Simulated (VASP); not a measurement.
# Ta (a cell with a defect) in VASP: notebook

Runs on Ta (a cell with a defect). Level: PBE. Tasks: single point.

Everything below comes from runs of VASP 6.6.1. Logs are shortened: lines on timing, memory, paths and dates and some standing lists are left out, and cuts for length are marked.

## (1) The cell of the first run

The cell holds a defect, 17 atoms: a = 6.638 Å, b = 6.638 Å, c = 6.638 Å, α = 90.00°, β = 90.00°, γ = 90.00°.

## (2) Single point, PBE

File INCAR:

```
PREC = Accurate ; ENCUT = 520
EDIFF = 1E-6 ; ISMEAR = 0
SIGMA = 0.1 ; LREAL = Auto
LASPH = True ; NELM = 80
ALGO = Normal ; ISIF = 2
LWAVE = False ; LCHARG = False
GGA = PE ; NBANDS = 108
```

File KPOINTS:

```
Automatic mesh
0
Gamma
  4 4 4
  0.5 0.5 0.5
```

File POSCAR:

```
Ta
1.0
    6.6381247818      0.0000000000      0.0000000000
    0.0000000000      6.6381247818      0.0000000000
    0.0000000000      0.0000000000      6.6381247818
Ta
17
Direct
   -0.0037014972     -0.0040422560     -0.0034384711
    0.5918877890     -0.0945834887     -0.0707430209
    0.0085117412      0.4900527042     -0.0014724038
    0.0003118351     -0.0051696829      0.4958654904
    0.1994930863      0.3048616991      0.3196277668
    0.5032050631      0.5015351638     -0.0032460975
    0.5028826829     -0.0034606159      0.4942031233
    0.7532262746      0.2447715362      0.2463864501
   -0.0112661335      0.5090720815      0.5095848769
    0.2549471508      0.7449272441      0.2462781363
    0.2508411720      0.2486211173      0.7311036113
    0.5067959869      0.5009762711      0.4989296087
    0.7584009288      0.7411227058      0.2560150729
    0.7480383637      0.2475212585      0.7490582301
    0.2505573569      0.7514016630      0.7488996009
    0.7863984441      0.7160245033      0.7142946473
    0.3745345383      0.1217500464      0.0865101243
```

Potentials or basis: VASP PAW PBE potentials, release 64 (Ta_pv).

Launch:

```console
$ cat potpaw_PBE.64/Ta_pv/POTCAR > POTCAR
$ mpirun -np 1 vasp_std > vasp.out
```

OUTCAR:

```text
PREC = Accurate
   ENCUT = 520
   EDIFF = 1E-6
   ISMEAR = 0
   LREAL = Auto
   LASPH = True
   NELM = 80
   ISIF = 2
   GGA = PE

 ion  position               nearest neighbor table
   1  0.996  0.996  0.997-  17 2.71   2 2.79   8 2.84  15 2.86  14 2.86  13 2.88  10 2.91  11 2.96
                            16 2.98   5 3.26   3 3.28   4 3.31   4 3.32   3 3.36
   2  0.592  0.905  0.929-  17 2.29  16 2.30  13 2.67  15 2.76  14 2.77   6 2.78   1 2.79   7 3.01
                            10 3.25   8 3.26  11 3.47
   3  0.009  0.490  0.999-   5 2.77  16 2.83   8 2.87  10 2.87  11 2.88  14 2.89  15 2.89  13 2.91
                             9 3.25   1 3.28   6 3.28   6 3.36   1 3.36   9 3.40  17 3.50
   4  0.000  0.995  0.496-   5 2.71  16 2.75  13 2.82  11 2.84   8 2.86  15 2.86  10 2.89  14 2.91
                             9 3.23   7 3.30   1 3.31   1 3.32   7 3.34   9 3.42
   5  0.199  0.305  0.320-  17 2.29   9 2.32  12 2.70   4 2.71   3 2.77  11 2.78  10 2.98   8 3.03
                             7 3.10   6 3.22   1 3.26
   6  0.503  0.502  0.997-  17 2.73   2 2.78  10 2.84  14 2.86  15 2.88  13 2.89   8 2.90  11 2.96
                            16 3.01   5 3.22   3 3.28  12 3.30  12 3.33   3 3.36
   7  0.503  0.997  0.494-  11 2.84   8 2.86  10 2.86  13 2.87  14 2.88  15 2.88  17 2.96   2 3.01
                            16 3.02   5 3.10  12 3.29   4 3.30   4 3.34  12 3.35
   8  0.753  0.245  0.246-   1 2.84  17 2.85   7 2.86   4 2.86   3 2.87  12 2.89   6 2.90   9 2.93
                             5 3.03   2 3.26  13 3.30  14 3.30  14 3.34  13 3.34
   9  0.989  0.509  0.510-   5 2.32  16 2.35  13 2.75  14 2.85  15 2.85  11 2.86   8 2.93  10 2.94
                            12 3.20   4 3.23   3 3.25   3 3.40   4 3.42  12 3.44
  10  0.255  0.745  0.246-  17 2.83   6 2.84   7 2.86  12 2.87   3 2.87   4 2.89   1 2.91   9 2.94
                             5 2.98   2 3.25  13 3.30  15 3.30  15 3.34  13 3.34
  11  0.251  0.249  0.731-  17 2.64   5 2.78   4 2.84  12 2.84   7 2.84   9 2.86   3 2.88   6 2.96
                             1 2.96  14 3.30  15 3.30  15 3.34  14 3.34   2 3.47
  12  0.507  0.501  0.499-   5 2.70  16 2.74  13 2.82  11 2.84  14 2.86  10 2.87   8 2.89  15 2.90
                             9 3.20   7 3.29   6 3.30   6 3.33   7 3.35   9 3.44
  13  0.758  0.741  0.256-   2 2.67   9 2.75  12 2.82   4 2.82   7 2.87   1 2.88   6 2.89   3 2.91
                            16 3.05   8 3.30  10 3.30  10 3.34   8 3.34  16 3.60
  14  0.748  0.248  0.749-   2 2.77   9 2.85  12 2.86   6 2.86   1 2.86   7 2.88   3 2.89   4 2.91
                            16 3.13   8 3.30  11 3.30   8 3.34  11 3.34  17 3.44  16 3.54
  15  0.251  0.751  0.749-   2 2.76   9 2.85   1 2.86   4 2.86   6 2.88   7 2.88   3 2.89  12 2.90
                            16 3.10  10 3.30  11 3.30  10 3.34  11 3.34  17 3.43  16 3.57
  16  0.786  0.716  0.714-   2 2.30   9 2.35  12 2.74   4 2.75   3 2.83   1 2.98   6 3.01   7 3.02
                            13 3.05  15 3.10  14 3.13  14 3.54  15 3.57  13 3.60
  17  0.375  0.122  0.087-   5 2.29   2 2.29  11 2.64   1 2.71   6 2.73  10 2.83   8 2.85   7 2.96
                            15 3.43  14 3.44   3 3.50

  LATTYP: Found a simple cubic cell.
 ALAT       =     6.6381247818

  Lattice vectors:

 A1 = (   6.6381247818,   0.0000000000,   0.0000000000)
 A2 = (   0.0000000000,   6.6381247818,   0.0000000000)
 A3 = (   0.0000000000,   0.0000000000,   6.6381247818)

Analysis of symmetry for initial positions (statically):
=====================================================================
 Subroutine PRICEL returns:
 Original cell was already a primitive cell.

 Routine SETGRP: Setting up the symmetry group for a
 simple cubic supercell.

 Subroutine GETGRP returns: Found  1 space group operations
 (whereof  1 operations were pure point group operations)
 out of a pool of 48 trial point group operations.

The static configuration has the point symmetry C_1 .

Analysis of symmetry for dynamics (positions and initial velocities):
=====================================================================
 Subroutine PRICEL returns:
 Original cell was already a primitive cell.

 Routine SETGRP: Setting up the symmetry group for a
 simple cubic supercell.

 Subroutine GETGRP returns: Found  1 space group operations
 (whereof  1 operations were pure point group operations)
 out of a pool of 48 trial point group operations.

The dynamic configuration has the point symmetry C_1 .

 Subroutine INISYM returns: Found  1 space group operations
 (whereof  1 operations are pure point group operations),
 and found     1 'primitive' translations

----------------------------------------------------------------------------------------

                                     Primitive cell

  volume of cell :     292.5070

  direct lattice vectors                    reciprocal lattice vectors
     6.638124782  0.000000000  0.000000000     0.150644954  0.000000000  0.000000000
     0.000000000  6.638124782  0.000000000     0.000000000  0.150644954  0.000000000
     0.000000000  0.000000000  6.638124782     0.000000000  0.000000000  0.150644954

  length of vectors
     6.638124782  6.638124782  6.638124782     0.150644954  0.150644954  0.150644954

  position of ions in fractional coordinates (direct lattice)
     0.996298503  0.995957744  0.996561529
     0.591887789  0.905416511  0.929256979
     0.008511741  0.490052704  0.998527596
     0.000311835  0.994830317  0.495865490
     0.199493086  0.304861699  0.319627767
     0.503205063  0.501535164  0.996753902
[... 9 lines left out ...]
     0.786398444  0.716024503  0.714294647
     0.374534538  0.121750046  0.086510124

  ion indices of the primitive-cell ions
   primitive index   ion index
                 1           1
                 2           2
                 3           3
                 4           4
                 5           5
                 6           6
[... 9 lines left out ...]
                16          16
                17          17

----------------------------------------------------------------------------------------

 KPOINTS: Automatic mesh

Automatic generation of k-mesh.
 Grid dimensions read from file:
 generate k-points for:    4    4    4

 Generating k-lattice:

  Cartesian coordinates                     Fractional coordinates (reciprocal lattice)
     0.037661238  0.000000000  0.000000000     0.250000000  0.000000000  0.000000000
     0.000000000  0.037661238  0.000000000     0.000000000  0.250000000  0.000000000
     0.000000000  0.000000000  0.037661238     0.000000000  0.000000000  0.250000000

  Length of vectors
     0.037661238  0.037661238  0.037661238

  Shift w.r.t. Gamma in fractional coordinates (k-lattice)
     0.500000000  0.500000000  0.500000000

 Subroutine IBZKPT returns following result:
 ===========================================

 Found     32 irreducible k-points:

 Following reciprocal coordinates:
            Coordinates               Weight
  0.125000  0.125000  0.125000      2.000000
 -0.125000  0.125000  0.125000      2.000000
 -0.125000 -0.125000  0.125000      2.000000
  0.125000 -0.125000  0.125000      2.000000
  0.375000  0.125000  0.125000      2.000000
  0.125000  0.375000  0.125000      2.000000
[... 16 lines left out ...]
 -0.375000 -0.375000  0.125000      2.000000
 -0.125000 -0.375000  0.375000      2.000000
 [... further k-points ...]
   k-points           NKPTS =     32   k-points in BZ     NKDIM =     32   number of bands    NBANDS=    108
   number of dos      NEDOS =    301   number of ions     NIONS =     17
   total plane-waves  NPLWV = 125000
   dimension x,y,z NGX =    50 NGY =   50 NGZ =   50
   dimension x,y,z NGXF=   100 NGYF=  100 NGZF=  100
   ions per type =              17
   NGX,Y,Z   is equivalent  to a cutoff of  12.52, 12.52, 12.52 a.u.
   NGXF,Y,Z  is equivalent  to a cutoff of  25.04, 25.04, 25.04 a.u.
 SYSTEM =  unknown system
   PREC   = accura    normal or accurate (medium, high low for compatibility)
   ISTART =      0    job   : 0-new  1-cont  2-samecut
   ICHARG =      2    charge: 1-file 2-atom 10-const
   ISPIN  =      1    spin polarized calculation?
   LNONCOLLINEAR =      F non collinear calculations
   LSORBIT =      F    spin-orbit coupling
   LASPH  =      T    aspherical Exc in radial PAW
   ENCUT  =  520.0 eV  38.22 Ry    6.18 a.u.  12.34 12.34 12.34*2*pi/ulx,y,z
   NELM   =     80;   NELMIN=  2; NELMDL= -5     # of ELM steps
   EDIFF  = 0.1E-05   stopping-criterion for ELM
   LREAL  =      T    real-space projection
   EDIFFG = 0.1E-04   stopping-criterion for IOM
   NSW    =      0    number of steps for IOM
   IBRION =     -1    ionic relax: 0-MD 1-quasi-New 2-CG
   NFREE  =      0    steps in history (QN), initial steepest desc. (CG)
   ISIF   =      2    stress and relaxation
   ISYM   =      2    0-nonsym 1-usesym 2-fastsym
   POTIM  = 0.5000    time-step for ionic-motion
   TEBEG  =    0.0;   TEEND  =   0.0 temperature during run
   PSTRESS=    0.0 pullay stress
   NELECT =     187.0000    total number of electrons
   NUPDOWN=      -1.0000    fix difference up-down
   EMIN   =  10.00;   EMAX   =-10.00  energy-range for DOS
   EFERMI =   0.00;   METHOD = LEGACY
   ISMEAR =     0;   SIGMA  =   0.10  broadening in eV -4-tet -1-fermi 0-gaus
   EFERMI_NEDOS =   21; number of points for ismear=-14 and -15
   IALGO  =     38    algorithm
   IMIX   =      4    mixing-type and parameters
     AMIX     =   0.40;   BMIX     =  1.00
     AMIX_MAG =   1.60;   BMIX_MAG =  1.00
  volume/ion in A,a.u.               =      17.21       116.11
  Fermi-wavevector in a.u.,A,eV,Ry     =   1.410295  2.665071 27.061061  1.988932
  Thomas-Fermi vector in A             =   2.532263
   LORBIT       =      0    0 simple, 1 ext, 2 COOP (PROOUT), +10 PAW based schemes
   GGA     = PE    functional components
   LHFCALC =     F    Hartree Fock is set to
   AEXX    =    0.0000 exact exchange contribution
   IVDW    =     0    specifies the selected vdW correction
   LEPSILON=     F    determine dielectric tensor
   LRPA    =     F    only Hartree local field effects (RPA)
 non-spin polarized calculation
 Gauss-broadening in eV      SIGMA  =   0.10
  energy-cutoff  :      520.00
  volume of cell :      292.51
 maximum number of plane-waves:      7914
 NGX is ok and might be reduce to    50
   NGX = 25   NGY = 25   NGZ = 25

 number of electron     187.0000005 magnetization

 Free energy of the ion-electron system (eV)
  ---------------------------------------------------
  ext. energy  EPLUGINS =         0.00000000
  ---------------------------------------------------
  free energy    TOTEN  =      -193.20405657 eV

  energy without entropy =     -193.13335866  energy(sigma->0) =     -193.16870761

 E-fermi :   6.0070     XC(G=0): -12.8199

 val. band max:        6.0010651056   @ k =   0.1250   0.1250   0.1250
 cond. band min:       6.0083300390   @ k =   0.1250   0.3750   0.1250
 fundamental gap:      0.0072649334
 Fermi energy:         6.0069884254

 k-point     1 :       0.1250    0.1250    0.1250
  band No.  band energies     occupation
      1     -29.8261      2.00000
      2     -29.4525      2.00000
      3     -28.5519      2.00000
      4     -28.5173      2.00000
      5     -28.3206      2.00000
      6     -28.3070      2.00000
[... 97 lines left out ...]
    104       7.5741      0.00000
    105       7.8377      0.00000

 k-point     2 :      -0.1250    0.1250    0.1250
  band No.  band energies     occupation
      1     -29.9842      2.00000
      2     -29.0054      2.00000
      3     -28.5623      2.00000
      4     -28.5438      2.00000
      5     -28.4490      2.00000
      6     -28.3193      2.00000
[... 2368 lines left out ...]
 k-point    24 :      -0.1250   -0.3750    0.3750
  band No.  band energies     occupation
      1     -29.8326      2.00000
      2     -29.4501      2.00000
      3     -28.3805      2.00000
      4     -28.3481      2.00000
      5     -28.3261      2.00000
      6     -28.2664      2.00000
[... 97 lines left out ...]
    104       7.9628      0.00000
    105       8.1344      0.00000

 [... further k-points ...]

 [bands above 105 left out]

------------------------ aborting loop because EDIFF is reached ----------------------------------------

  FORCE on cell =-STRESS in cart. coord.  units (eV):
  Direction    XX          YY          ZZ          XY          YZ          ZX
  --------------------------------------------------------------------------------------
  -------------------------------------------------------------------------------------
  Total       39.2875296     39.2961508     40.5079304    -13.3044351     12.4408802    -12.1955165
  in kB      215.1934600    215.2406814    221.8780814    -72.8736945     68.1436601    -66.7997051
  external PRESSURE =     217.4374076 kB  Pullay stress =       0.0000000 kB

 VOLUME and BASIS-vectors are now :
 -----------------------------------------------------------------------------
  energy-cutoff  :      520.00
  volume of cell :      292.51
      direct lattice vectors                 reciprocal lattice vectors
     6.638124782  0.000000000  0.000000000     0.150644954  0.000000000  0.000000000
     0.000000000  6.638124782  0.000000000     0.000000000  0.150644954  0.000000000
     0.000000000  0.000000000  6.638124782     0.000000000  0.000000000  0.150644954

 POSITION                                       TOTAL-FORCE (eV/Angst)
 -----------------------------------------------------------------------------------
      6.61355      6.61129      6.61530        -0.004593      0.003126      0.000139
      3.92903      6.01027      6.16852        -0.001468      0.024427     -0.064914
      0.05650      3.25303      6.62835        -0.009142      0.008989     -0.008455
      0.00207      6.60381      3.29162         0.010747      0.013290     -0.001423
      1.32426      2.02371      2.12173        -0.031515      0.022026      0.018997
      3.34034      3.32925      6.61658        -0.003125     -0.000209      0.010617
[... 9 lines left out ...]
      5.22021      4.75306      4.74158         0.014451     -0.020284     -0.061309
      2.48621      0.80819      0.57426         0.043932     -0.053538      0.094121
 -----------------------------------------------------------------------------------
    total drift:                                0.002199      0.005369      0.006375

  FREE ENERGIE OF THE ION-ELECTRON SYSTEM (eV)
  ---------------------------------------------------
  free  energy   TOTEN  =      -193.2040565716 eV

  energy  without entropy=     -193.1333586575  energy(sigma->0) =     -193.16870761
```

Wall time 19 min (1 thread of Intel Xeon 6975P-C (Granite Rapids), shared host); peak memory 0.73 GiB.

Results:

```
Free energy            : -193.2041 eV
Pressure               : 21.7 GPa
Largest force          : 0.117 eV/Å
Band gap on the k mesh : zero (an odd number of electrons rules out a gap without spin polarisation)
```

Forces in eV/Å, atoms in the order of the input:
```
Ta  -0.005  0.003  0.000
Ta  -0.001  0.024 -0.065
Ta  -0.009  0.009 -0.008
Ta   0.011  0.013 -0.001
Ta  -0.032  0.022  0.019
Ta  -0.003  0.000  0.011
Ta   0.008 -0.007  0.003
Ta   0.024  0.020  0.008
Ta  -0.021  0.012  0.010
Ta  -0.002 -0.038  0.005
Ta   0.010 -0.006  0.022
Ta  -0.011 -0.004 -0.004
Ta  -0.029  0.028 -0.017
Ta   0.018  0.006 -0.008
Ta  -0.016 -0.010 -0.007
Ta   0.014 -0.020 -0.061
Ta   0.044 -0.054  0.094
```

Caveat: spin-orbit coupling is left out, which moves the levels of the heavy elements.

## (3) Single point, PBE

File INCAR:

```
SYSTEM = Ta
PREC = Accurate ; ENCUT = 520
EDIFF = 1E-6 ; ISMEAR = 0
SIGMA = 0.1 ; LREAL = Auto
LASPH = .TRUE. ; NELM = 60
ALGO = Normal ; ISIF = 2
LWAVE = .FALSE. ; LCHARG = .FALSE.
GGA = PE ; NBANDS = 108
```

KPOINTS is that of step 2.

File POSCAR:

```
Ta
1.0
    6.6381247818      0.0000000000      0.0000000000
    0.0000000000      6.6381247818      0.0000000000
    0.0000000000      0.0000000000      6.6381247818
Ta
17
Direct
   -0.0051439226     -0.0034795971      0.0022741362
    0.6004835900     -0.1013155103      0.0362115820
    0.0139179366      0.4856520638      0.0008631956
   -0.0045826195     -0.0069820923      0.5007201746
    0.2384800003      0.2607737964      0.2872320215
    0.5030257957      0.5049655001      0.0023625648
    0.5049582691     -0.0054057435      0.5062129909
    0.7435381470      0.2438114759      0.2497624035
   -0.0086280391      0.5078220297      0.4940560938
    0.2556152612      0.7558063708      0.2500587221
    0.2082094033      0.2906155072      0.6860693569
    0.5062009393      0.5037833891      0.5008807622
    0.7812762144      0.7181745081      0.2804026832
    0.7470918615      0.2435815917      0.7522338257
    0.2557589765      0.7525669017      0.7520881520
    0.7705132350      0.7288580976      0.7344196080
    0.3643500355      0.1361535117     -0.0447766515
```

Potentials or basis: VASP PAW PBE potentials, release 64 (Ta_pv).

Launch:

```console
$ cat potpaw_PBE.64/Ta_pv/POTCAR > POTCAR
$ mpirun -np 1 vasp_std > vasp.out
```

It took 21 min on 1 thread of Intel Xeon 6975P-C (Granite Rapids), shared host; peak memory 0.73 GiB.

It converged, with:

```
Free energy            : -192.9472 eV
Pressure               : 21.5 GPa
Largest force          : 0.545 eV/Å
Band gap on the k mesh : zero (an odd number of electrons rules out a gap without spin polarisation)
```

Forces on the atoms (eV/Å):
```
Ta   0.019 -0.013  0.031
Ta  -0.004  0.009  0.464
Ta  -0.033  0.032  0.019
Ta   0.029  0.011  0.012
Ta   0.153 -0.147 -0.183
Ta   0.002 -0.016  0.032
Ta  -0.035  0.022  0.080
Ta  -0.002  0.003  0.013
Ta  -0.007  0.019 -0.075
Ta  -0.006  0.006  0.006
Ta  -0.228  0.230 -0.129
Ta  -0.012 -0.030  0.016
Ta   0.081 -0.083  0.106
Ta   0.038  0.009  0.027
Ta  -0.006 -0.037  0.037
Ta  -0.066  0.074  0.076
Ta   0.076 -0.091 -0.532
```

Stress tensor (GPa, compression positive):
```
20.82 -6.22  3.71
-6.22 20.86 -3.69
 3.71 -3.69 22.74
```

Levels at points of the mesh, in eV from the Fermi level:
```tsv
k point	band 91	band 92	band 93	band 94	band 95	band 96	band 97	band 98
(0.12, 0.12, 0.12)	0.23	0.30	0.42	0.44	0.61	0.68	0.81	0.91
```

Caveat: spin-orbit coupling is left out, which moves the levels of the heavy elements.
